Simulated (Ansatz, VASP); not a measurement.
**One calculation of Pd, two programs**

```
CELL_PARAMETERS angstrom
2.92643 0.00000 0.00000
0.00000 2.92643 0.00000
0.00000 0.00000 2.92643
ATOMIC_POSITIONS crystal
Pd 0.00000 0.00000 0.00000
Pd 0.50000 0.50000 0.50000
```

Alike in both runs: task single point; functional LDA; k mesh 12 × 12 × 12; occupations fermi-dirac, width 0.05 eV; collinear spin.

|  | VASP | Ansatz |
| --- | --- | --- |
| version | VASP 6.6.1 | Ansatz 0.2.0 |
| potentials or method | VASP PAW LDA potentials, release 64 (Pd), cutoff 520 eV | plane waves (420 eV) with PAW, scalar-relativistic |
| valence electrons in the cell | 20 | 36 |

```tsv
	VASP	Ansatz	Ansatz less VASP
net moment per atom (μB)	0.00	0.00	0.000
```

Ansatz warns that its potentials were made for another functional, while VASP's fit it. LDA's correlation is that of Perdew and Zunger in VASP and of Perdew and Wang (1992) in Ansatz. VASP's potentials hold 20 valence electrons a cell and Ansatz's 36, so a difference there can come from the potentials and not from the codes. Ansatz's warnings: seeded moment not kept.
